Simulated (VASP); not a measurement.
Input of a VASP 6.6.1 run:

The input INCAR:

```
PREC = Accurate
ENCUT = 520
EDIFF = 1E-6
ISMEAR = 0
SIGMA = 0.02
LREAL = False
LASPH = True
NELM = 80
ALGO = Normal
ISIF = 2
LWAVE = False
LCHARG = False
LDIPOL = True
IDIPOL = 3
DIPOL = 0.5 0.5 0.500
GGA = PE
IVDW = 12
NBANDS = 11
```

KPOINTS

```
Automatic mesh
0
Gamma
  12 12 1
```

File POSCAR:

```
BN
1.0
    2.5770000000      0.0000000000      0.0000000000
   -1.2885000000      2.2317474655      0.0000000000
    0.0000000000      0.0000000000     26.0000000000
B N
1 1
Direct
    0.0000000000      0.0000000000      0.5027500000
    0.6666666667      0.3333333333      0.4972500000
```

Potentials or basis: VASP PAW PBE potentials, release 64 (B, N).

The run is started by

```bash
$ cat potpaw_PBE.64/B/POTCAR potpaw_PBE.64/N/POTCAR > POTCAR
$ mpirun -np 1 vasp_std > vasp.out
```

(1) What does it give for the band gap on the k mesh?

(2) What does it give for the largest force?

## Answers

(1) 4.34 eV, direct.

(2) 2.087 eV/Å.
